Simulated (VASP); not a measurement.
Write the native input for VASP 6.6.1 that does the following.

| Quantity | Value |
| --- | --- |
| Task | single point |
| Functional | PBE |
| Potentials or basis | VASP PAW PBE potentials, release 64 (Ti_sv, O) |
| Cutoff | 520 eV |
| k mesh | 10 × 10 × 10 |
| Occupations | fermi-dirac, width 0.05 eV |
| Spin | no spin polarisation |
| Dipole correction | no |
| Further INCAR settings | ALGO = Normal; EDIFF = 1e-06; NBANDS = 33 |

The structure of TiO2 (Anatase) lies in POSCAR:

```
TiO2
1.0
   -1.8999670146      1.8999670146      4.8473977509
    1.8999670146     -1.8999670146      4.8473977509
    1.8999670146      1.8999670146     -4.8473977509
Ti O
2 4
Direct
    0.7500000000      0.2500000000      0.5000000000
    0.0000000000      0.0000000000      0.0000000000
    0.7934128559      0.7934128559      0.0000000000
    0.5434128559      0.0434128559      0.5000000000
    0.9565871441      0.4565871441      0.5000000000
    0.2065871441      0.2065871441      0.0000000000
```

The input as run:

INCAR

```
SYSTEM = TiO2
PREC = Accurate ; ENCUT = 520
EDIFF = 1E-6 ; ISMEAR = -1
SIGMA = 0.05 ; LREAL = .False.
LASPH = .True. ; NELM = 80
ALGO = Normal ; ISIF = 2
LWAVE = .False. ; LCHARG = .True.
GGA = PE ; LELF = .True.
LVHAR = .True. ; NBANDS = 33
```

KPOINTS

```
Automatic mesh
0
Gamma
  10 10 10
  0 0 0
```

Potentials or basis: VASP PAW PBE potentials, release 64 (Ti_sv, O).

Launch:

```sh
$ cat potpaw_PBE.64/Ti_sv/POTCAR potpaw_PBE.64/O/POTCAR > POTCAR
$ mpirun -np 1 vasp_std > vasp.out
```

It gave:

```
Pressure               : 0.6 GPa
Largest force          : 0.010 eV/Å
Band gap on the k mesh : 2.11 eV, indirect (least direct gap 2.41 eV)
```

It took 7.4 min on 1 thread of Intel Xeon 6975P-C, with other jobs on the host, peak memory 0.38 GiB.
